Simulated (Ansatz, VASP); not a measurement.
Gd in VASP and in Ansatz

```
Gd
1.0
     3.64833    0.00000    0.00000
    -1.82416    3.15954    0.00000
     0.00000    0.00000    5.83273
Gd
2
Direct
  0.33333 0.66667 0.25000
  0.66667 0.33333 0.75000
```

Alike in both runs: functional PBE; k mesh 10 × 10 × 6; occupations fermi-dirac, width 0.05 eV; collinear spin.

Ansatz relaxed the structure, and its values are those at the end. VASP's run is a single point on that final structure, the one shown.

```csv
,VASP,Ansatz
version,VASP 6.6.1,Ansatz 0.2.0
potentials or method,"VASP PAW PBE potentials, release 64 (Gd), cutoff 520 eV","plane waves (420 eV) with PAW, scalar-relativistic"
valence electrons in the cell,36,36
```

Ansatz gave:

- pressure (GPa): 0.0
- net moment per atom (μB): 7.67
- size of the moment on the site where the two differ most (μB): 7.37

**Question.** Estimate VASP's values.

**Answer.** Pressure (GPa): 0.0; net moment per atom (μB): 7.67; size of the moment on the site where the two differ most (μB): 7.00.

Site moments also hang on the region over which each program counts them.

Neither program's run includes spin-orbit coupling.
